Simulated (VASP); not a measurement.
## Ge: vibrations by perturbation theory with PBEsol

The system is Ge.

```
CELL_PARAMETERS angstrom
3.99809 0.00000 0.00000
-1.99904 3.46244 0.00000
0.00000 0.00000 6.58980
ATOMIC_POSITIONS crystal
Ge 0.33333 0.66667 0.06278
Ge 0.66667 0.33333 0.56278
Ge 0.66667 0.33333 0.93722
Ge 0.33333 0.66667 0.43722
```

This isn't the form of Ge at room conditions, which is diamond.

```json
{"Program": "VASP 6.6.1", "Task": "vibrations by perturbation theory", "Functional": "PBEsol", "Potentials or basis": "VASP PAW PBE potentials, release 64 (Ge_d)", "Cutoff": "520 eV", "k mesh": "12 × 12 × 7", "Occupations": "gaussian, width 0.03 eV", "Spin": "no spin polarisation", "Dipole correction": "no", "Further INCAR settings": "ALGO = Normal; EDIFF = 1e-08; IBRION = 8; NSW = 1"}
```

```json
{
 "Highest phonon frequency at Γ": "288 cm⁻¹"
}
```

Phonon frequencies in cm⁻¹ (negative: imaginary):
| q point | frequencies |
| --- | --- |
| (0.000, 0.000, 0.000) | 0 0 0 54 54 213 237 264 264 287 287 288 |

It took 13 min on 2 MPI ranks on Intel(R) Xeon(R) 6975P-C (Granite Rapids), with other jobs on the host, peak memory 2.3 GiB a rank.
